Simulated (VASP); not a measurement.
Input of a VASP 6.6.1 run:

INCAR

```
PREC = Accurate
ENCUT = 600
EDIFF = 1E-6
ISMEAR = -1
SIGMA = 0.02
LREAL = False
LASPH = True
NELM = 80
ALGO = Normal
ISIF = 3
LWAVE = False
LCHARG = False
GGA = PE
IBRION = 2
NSW = 80
EDIFFG = -0.005
```

KPOINTS

```
regular mesh
0
Gamma
  4 4 6
```

POSCAR

```
PtS2
1.0
    5.9410573000      0.0000000000      0.0000000000
    0.0000000000      5.9410573000      0.0000000000
    0.0000000000      0.0000000000      3.9210978180
Pt S
2 4
Direct
    0.0000000000      0.0000000000      0.0000000000
    0.5000000000      0.5000000000      0.5000000000
    0.3050000000      0.3050000000      0.0000000000
    0.1950000000      0.8050000000      0.5000000000
    0.8050000000      0.1950000000      0.5000000000
    0.6950000000      0.6950000000      0.0000000000
```

Potentials or basis: VASP PAW PBE potentials, release 64 (Pt, S).

The run is started by

```bash
$ cat potpaw_PBE.64/Pt/POTCAR potpaw_PBE.64/S/POTCAR > POTCAR
$ mpirun -np 1 vasp_std > vasp.out
```

Question: Predict the space group after relaxing (to 0.05 Å).

Answer: P4_2/mnm (No. 136).

Question: Estimate the relaxed cell.

Answer: a = 5.455 Å, b = 5.455 Å, c = 3.813 Å, α = 90.00°, β = 90.00°, γ = 90.00°.

Question: Predict the band gap on the k mesh.

Answer: Zero (band 22 reaches 6.26 eV, above the bottom of band 23 at 5.87 eV).

Question: Predict the relaxed volume.

Answer: 18.91 Å³/atom.

Final structure:
```yaml
crystal:
  lattice:
    - [5.45465, 0.00000, 0.00000]
    - [0.00000, 5.45465, 0.00000]
    - [0.00000, 0.00000, 3.81314]
  atoms:
    - { symbol: Pt, position: [0.00000, 0.00000, 0.00000] }
    - { symbol: Pt, position: [0.50000, 0.50000, 0.50000] }
    - { symbol: S, position: [0.30968, 0.30968, 0.00000] }
    - { symbol: S, position: [0.19032, 0.80968, 0.50000] }
    - { symbol: S, position: [0.80968, 0.19032, 0.50000] }
    - { symbol: S, position: [0.69032, 0.69032, 0.00000] }
```

Caveat: the volume moved by over 15 % at a fixed basis, so the end points are rough; spin-orbit coupling is left out, which moves the levels of the heavy elements.
